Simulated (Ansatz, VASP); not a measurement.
**One calculation of CoSi, two programs**

Contents of INCAR:

```
ALGO = Normal
EDIFF = 1E-6
ENCUT = 520
GGA = PE
ISIF = 2
ISMEAR = 0
LASPH = True
LCHARG = True
LELF = True
LREAL = False
LVHAR = True
LWAVE = False
NBANDS = 36
NELM = 80
PREC = Accurate
SIGMA = 0.15
```

Contents of KPOINTS:

```
k-points
0
Gamma
  10 10 10
```

POSCAR

```
CoSi
1.0
    5.0954764193      0.0000000000      0.0000000000
    0.0000000000      3.7662217013      0.0000000000
    0.0000000000      0.0000000000      4.4308490603
Co Si
4 4
Direct
    0.1450189116      0.1450189116      0.1450189116
    0.3549810884      0.8549810884      0.6450189116
    0.6450189116      0.3549810884      0.8549810884
    0.8549810884      0.6450189116      0.3549810884
    0.8431597103      0.8431597103      0.8431597103
    0.6568402897      0.1568402897      0.3431597103
    0.3431597103      0.6568402897      0.1568402897
    0.1568402897      0.3431597103      0.6568402897
```

Input for Ansatz:

```yaml
crystal:
  lattice:
    - [5.0954764193, 0.0, 0.0]
    - [0.0, 3.7662217013, 0.0]
    - [0.0, 0.0, 4.4308490603]
  atoms:
    - { symbol: Co, position: [0.1450189116, 0.1450189116, 0.1450189116] }
    - { symbol: Co, position: [0.3549810884, 0.8549810884, 0.6450189116] }
    - { symbol: Co, position: [0.6450189116, 0.3549810884, 0.8549810884] }
    - { symbol: Co, position: [0.8549810884, 0.6450189116, 0.3549810884] }
    - { symbol: Si, position: [0.8431597103, 0.8431597103, 0.8431597103] }
    - { symbol: Si, position: [0.6568402897, 0.1568402897, 0.3431597103] }
    - { symbol: Si, position: [0.3431597103, 0.6568402897, 0.1568402897] }
    - { symbol: Si, position: [0.1568402897, 0.3431597103, 0.6568402897] }
basis:
  ecutwfc: 420
kpoints:
  mp_grid: { grid: [10, 10, 10] }
hamiltonian:
  xc: pbe
scf:
  occupations: { method: gaussian, width: 0.15 }
output:
  forces: true
  stress: true
  eigenvalues: true
```

Change from the starting cell: strain +0.1500 x Voigt [1, -1, 0, 0, 0, 0], atoms carried along.

Alike in both runs: task single point; functional PBE; k mesh 10 × 10 × 10; occupations gaussian, width 0.15 eV; no spin polarisation.

|  | VASP | Ansatz |
| --- | --- | --- |
| version | VASP 6.6.1 | Ansatz 0.2.0 |
| potentials or method | VASP PAW PBE potentials, release 64 (Co, Si), cutoff 520 eV | scalar-relativistic, plane waves, PAW |
| valence electrons in the cell | 52 | 84 |

Ansatz gave:

* gap on the k mesh at the Fermi level (eV): none
* pressure (GPa): 20.3
* traceless stress, the component that is largest in VASP (GPa): 39.58
* rms of the force components (eV/Å): 0.536

What did VASP give for the same quantities?

gap on the k mesh at the Fermi level (eV): none; pressure (GPa): 20.2; traceless stress, the component that is largest in VASP (GPa): 39.54; rms of the force components (eV/Å): 0.545.

Atom by atom the forces differ by 0.012 eV/Å (rms over components). A gap of «none» marks a metal or a gap that the smearing closes. With one functional, cell and mesh, what is left measures potentials, basis and numerics. VASP's potentials hold 52 valence electrons a cell and Ansatz's 84, so a difference there can come from the potentials and not from the codes.
